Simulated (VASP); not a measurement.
# Mg2Sn (Fm-3m) in VASP: a series of runs, part 2 of 2

VASP 6.6.1.

## 3. Single point, PBE (strain -3.0%)

INCAR

```
ALGO     = Normal         # electronic algorithm
EDIFF    = 1E-6           # SCF threshold, eV
ENCUT    = 600            # plane-wave cutoff, eV
GGA      = PE             # functional
GGA_COMPAT= F            
ISIF     = 2              # what is computed and relaxed
ISMEAR   = -1             # smearing method
LASPH    = T              # aspherical terms in the spheres
LCHARG   = F              # write CHGCAR
LREAL    = F              # projectors in reciprocal space
LWAVE    = F              # write WAVECAR
NBANDS   = 16             # bands
NELM     = 120            # most SCF steps
PREC     = Accurate       # precision mode
SIGMA    = 0.02           # smearing width, eV
```

KPOINTS

```
k-points
0
Gamma
  6 6 6
```

POSCAR

```
Mg2Sn
1.0
    0.0000000000      3.2785372236      3.2785372236
    3.2785372236      0.0000000000      3.2785372236
    3.2785372236      3.2785372236      0.0000000000
Sn Mg
1 2
Direct
    0.0000000000      0.0000000000      0.0000000000
    0.2500000000      0.2500000000      0.2500000000
    0.7500000000      0.7500000000      0.7500000000
```

Potentials or basis: VASP PAW PBE potentials, release 64 (Sn_d, Mg).

Run with:

```bash
$ cat potpaw_PBE.64/Sn_d/POTCAR potpaw_PBE.64/Mg/POTCAR > POTCAR
$ mpirun -np 1 vasp_std > vasp.out
```

OUTCAR:

```text
EDIFF = 1E-6
   ENCUT = 600
   GGA = PE
   ISIF = 2
   ISMEAR = -1
   LASPH = T
   LREAL = F
   NELM = 120
   PREC = Accurate

 ion  position               nearest neighbor table
   1  0.000  0.000  0.000-   3 2.84   3 2.84   3 2.84   2 2.84   3 2.84   2 2.84   2 2.84   2 2.84

   2  0.250  0.250  0.250-   1 2.84   1 2.84   1 2.84   1 2.84   3 3.28   3 3.28   3 3.28   3 3.28
                             3 3.28   3 3.28
   3  0.750  0.750  0.750-   1 2.84   1 2.84   1 2.84   1 2.84   2 3.28   2 3.28   2 3.28   2 3.28
                             2 3.28   2 3.28

  LATTYP: Found a face centered cubic cell.
 ALAT       =     6.5570744472

  Lattice vectors:

 A1 = (   0.0000000000,   3.2785372236,   3.2785372236)
 A2 = (   3.2785372236,   0.0000000000,   3.2785372236)
 A3 = (   3.2785372236,   3.2785372236,   0.0000000000)

Analysis of symmetry for initial positions (statically):
=====================================================================
 Subroutine PRICEL returns:
 Original cell was already a primitive cell.

[... 161 lines left out ...]

 E-fermi :   4.9607     XC(G=0):  -9.0978

 val. band max:        4.9579123276   @ k =   0.5000   0.5000   0.0000
 cond. band min:       4.9677582542   @ k =   0.0000   0.0000   0.0000
 fundamental gap:      0.0098459266
 Fermi energy:         4.9607468544

 k-point     1 :       0.0000    0.0000    0.0000
  band No.  band energies     occupation
      1     -16.0433      2.00000
      2     -16.0433      2.00000
      3     -16.0433      2.00000
      4     -15.9940      2.00000
      5     -15.9940      2.00000
      6      -4.5828      2.00000
[... 281 lines left out ...]
      3     -16.0334      2.00000
      4     -15.9960      2.00000
      5     -15.9906      2.00000
      6      -2.5416      2.00000
[... 8 lines left out ...]
     15      13.4287      0.00000
     16      13.8424      0.00000

------------------------ aborting loop because EDIFF is reached ----------------------------------------

  FORCE on cell =-STRESS in cart. coord.  units (eV):
  Direction    XX          YY          ZZ          XY          YZ          ZX
  --------------------------------------------------------------------------------------
  -------------------------------------------------------------------------------------
  Total        2.6362266      2.6362266      2.6362266      0.0000000      0.0000000     -0.0000000
  in kB       59.9270587     59.9270587     59.9270587      0.0000000      0.0000000     -0.0000000
  external PRESSURE =      59.9270587 kB  Pullay stress =       0.0000000 kB

 VOLUME and BASIS-vectors are now :
 -----------------------------------------------------------------------------
  energy-cutoff  :      600.00
  volume of cell :       70.48
      direct lattice vectors                 reciprocal lattice vectors
     0.000000000  3.278537224  3.278537224    -0.152507038  0.152507038  0.152507038
     3.278537224  0.000000000  3.278537224     0.152507038 -0.152507038  0.152507038
     3.278537224  3.278537224  0.000000000     0.152507038  0.152507038 -0.152507038

 POSITION                                       TOTAL-FORCE (eV/Angst)
 -----------------------------------------------------------------------------------
      0.00000      0.00000      0.00000         0.000000      0.000000      0.000000
      1.63927      1.63927      1.63927         0.000000      0.000000     -0.000000
      4.91781      4.91781      4.91781        -0.000000     -0.000000      0.000000
 -----------------------------------------------------------------------------------
    total drift:                               -0.000000      0.000000     -0.000000

  FREE ENERGIE OF THE ION-ELECTRON SYSTEM (eV)
  ---------------------------------------------------
  free  energy   TOTEN  =        -7.2657191485 eV

  energy  without entropy=       -7.2648462273  energy(sigma->0) =       -7.26528269
```

stdout:

```text
POSCAR found type information on POSCAR SnMg
 POSCAR found :  2 types and       3 ions
 scaLAPACK will be used
 LDA part: xc-table for (Slater+PW92), standard interpolation
 POSCAR, INCAR and KPOINTS ok, starting setup
 FFT: planning ... GRIDC
 FFT: planning ... GRID_SOFT
 FFT: planning ... GRID
 WAVECAR not read
 entering main loop
```

Wall time 17 s (1 thread of Intel Xeon 6975P-C (Granite Rapids), shared host); peak memory 0.24 GiB.

What came out:

* Free energy: -7.2657 eV
* Pressure: 6.0 GPa
* Band gap on the k mesh: zero (band 9 reaches 4.97 eV, above the bottom of band 10 at 4.96 eV)

Caveat: the cell differs from its parent crystal (strain -3.0%); spin-orbit coupling is left out, which moves the levels of the heavy elements.

## 4. Single point, PBE (strain -2.0%)

INCAR

```
SYSTEM = Mg2Sn
  PREC = Accurate
  ENCUT = 600
  EDIFF = 1E-6
  ISMEAR = -1
  SIGMA = 0.02
  LREAL = .FALSE.
  LASPH = .TRUE.
  NELM = 120
  ALGO = Normal
  ISIF = 2
  LWAVE = .FALSE.
  LCHARG = .TRUE.
  GGA = PE
  LELF = .TRUE.
  LVHAR = .TRUE.
  NBANDS = 16
  GGA_COMPAT = .FALSE.
```

KPOINTS

```
regular mesh
0
G
  6 6 6
  0 0 0
```

POSCAR

```
Mg2Sn
1.0
    0.0000000000      3.3123365764      3.3123365764
    3.3123365764      0.0000000000      3.3123365764
    3.3123365764      3.3123365764      0.0000000000
Sn Mg
1 2
Direct
    0.0000000000      0.0000000000      0.0000000000
    0.2500000000      0.2500000000      0.2500000000
    0.7500000000      0.7500000000      0.7500000000
```

Run with:

```bash
$ cat potpaw_PBE.64/Sn_d/POTCAR potpaw_PBE.64/Mg/POTCAR > POTCAR
$ mpirun -np 1 vasp_std > vasp.out
```

It took 20 s on 1 thread of Intel Xeon 6975P-C (Granite Rapids), shared host; peak memory 0.24 GiB.

The run converged. Its results:

* Free energy: -7.3339 eV
* Pressure: 4.2 GPa
* Band gap on the k mesh: zero (band 9 reaches 4.73 eV, above the bottom of band 10 at 4.67 eV)

Levels at points of the mesh, in eV from the Fermi level:
```
           k point  band 7  band 8  band 9  band 10  band 11  band 12
(0.00, 0.00, 0.00)    0.03    0.03    0.03     1.80     2.27     2.27
(0.50, 0.00, 0.00)   -5.00   -0.84   -0.84     0.93     2.28     2.28
(0.50, 0.50, 0.00)   -4.75   -2.18   -2.18    -0.03     0.12     7.54
```

Caveat: the cell differs from its parent crystal (strain -2.0%); spin-orbit coupling is left out, which moves the levels of the heavy elements.

## 5. Single point, PBE (strain -1.0%)

INCAR

```
PREC = Accurate
ENCUT = 600
EDIFF = 1E-6
ISMEAR = -1
SIGMA = 0.02
LREAL = False
LASPH = True
NELM = 120
ALGO = Normal
ISIF = 2
LWAVE = False
LCHARG = True
GGA = PE
LELF = True
LVHAR = True
NBANDS = 16
GGA_COMPAT = False
```

KPOINTS

```
Automatic mesh
0
Gamma
  6 6 6
```

POSCAR

```
Mg2Sn
1.0
    0.0000000000      3.3461359293      3.3461359293
    3.3461359293      0.0000000000      3.3461359293
    3.3461359293      3.3461359293      0.0000000000
Sn Mg
1 2
Direct
    0.0000000000      0.0000000000      0.0000000000
    0.2500000000      0.2500000000      0.2500000000
    0.7500000000      0.7500000000      0.7500000000
```

Run with:

```bash
$ cat potpaw_PBE.64/Sn_d/POTCAR potpaw_PBE.64/Mg/POTCAR > POTCAR
$ mpirun -np 1 vasp_std > vasp.out
```

It took 20 s on 1 thread of Intel Xeon 6975P-C (Granite Rapids), shared host; peak memory 0.24 GiB.

Results (log left out):

| Property | Result |
| --- | --- |
| Free energy | -7.3788 eV |
| Pressure | 2.5 GPa |
| Band gap on the k mesh | zero (band 9 reaches 4.51 eV, above the bottom of band 10 at 4.39 eV) |

Levels at points of the mesh, in eV from the Fermi level:
```tsv
k point	band 7	band 8	band 9	band 10	band 11	band 12
(0.00, 0.00, 0.00)	0.06	0.06	0.06	1.65	2.24	2.24
(0.50, 0.00, 0.00)	-4.87	-0.80	-0.80	0.83	2.29	2.29
(0.50, 0.50, 0.00)	-4.64	-2.11	-2.11	-0.06	0.18	7.42
```

Caveat: the cell differs from its parent crystal (strain -1.0%); spin-orbit coupling is left out, which moves the levels of the heavy elements.

## 6. The runs side by side

| cell | gap on the mesh (eV) | pressure (GPa) |
| --- | --- | --- |
| a = 4.589 Å, angles 60.0°, 3 atoms | 0.01 | 8.0 |
| a = 4.637 Å, angles 60.0°, 3 atoms | none | 6.0 |
| a = 4.684 Å, angles 60.0°, 3 atoms | none | 4.2 |
| a = 4.732 Å, angles 60.0°, 3 atoms | none | 2.5 |

Alike in all rows: task single point; level PBE; potentials or basis VASP PAW PBE potentials, release 64 (Sn_d, Mg); no spin polarisation; k mesh 6 × 6 × 6; cutoff (eV) 600; smearing fermi-dirac 0.02 eV.

Caveats: spin-orbit coupling is left out, which moves the levels of the heavy elements.

Total energies depend on the potentials used, so only differences within one code and one set of settings carry meaning.
